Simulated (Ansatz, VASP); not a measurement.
## One calculation of Hf, two programs

The input INCAR:

```
SYSTEM = Hf
PREC = Accurate
ENCUT = 520
EDIFF = 1E-7
ISMEAR = 0
SIGMA = 0.15
LREAL = .False.
LASPH = .True.
NELM = 60
ALGO = Fast
ISIF = 2
LWAVE = .False.
LCHARG = .False.
GGA = PS
NBANDS = 11
```

Contents of KPOINTS:

```
Automatic mesh
0
Gamma
  18 18 18
  0 0 0
```

POSCAR

```
Hf
1.0
   -1.7598750000      1.7598750000      1.8952500000
    1.7598750000     -1.7598750000      1.8952500000
    1.7598750000      1.7598750000     -1.8952500000
Hf
1
Direct
    0.0000000000      0.0000000000      0.0000000000
```

Input for Ansatz:

```yaml
crystal:
  lattice:
    - [-1.759875, 1.759875, 1.89525]
    - [1.759875, -1.759875, 1.89525]
    - [1.759875, 1.759875, -1.89525]
  atoms:
    - { symbol: Hf, position: [0.0, 0.0, 0.0] }
basis:
  ecutwfc: 420
kpoints:
  mp_grid: { grid: [18, 18, 18] }
hamiltonian:
  xc: pbesol
scf:
  occupations: { method: gaussian, width: 0.15 }
output:
  forces: true
  stress: true
  eigenvalues: true
```

Change from the starting cell: strain -0.025 along x and y, +0.050 along z, atoms carried along.

Alike in both runs: task single point; functional PBEsol; k mesh 18 × 18 × 18; occupations gaussian, width 0.15 eV; no spin polarisation.

|  | VASP | Ansatz |
| --- | --- | --- |
| version | VASP 6.6.1 | Ansatz 0.2.0 |
| potentials or method | VASP PAW PBE potentials, release 64 (Hf_pv), cutoff 520 eV | scalar-relativistic, plane waves, PAW |
| valence electrons in the cell | 10 | 26 |

Ansatz gave:

```
gap on the k mesh at the Fermi level (eV)                     : none
pressure (GPa)                                                : -8.6
traceless stress, the component that is largest in VASP (GPa) : 1.95
```

Task: Which values does VASP return?

Result: gap on the k mesh at the Fermi level (eV): none; pressure (GPa): -9.0; traceless stress, the component that is largest in VASP (GPa): 2.01.

VASP's potentials were made for PBE, not for PBEsol. A gap of «none» marks a metal or a gap that the smearing closes. With one functional, cell and mesh, what is left measures potentials, basis and numerics. VASP's potentials hold 10 valence electrons a cell and Ansatz's 26, so a difference there can come from the potentials and not from the codes.

Neither program's run includes spin-orbit coupling.
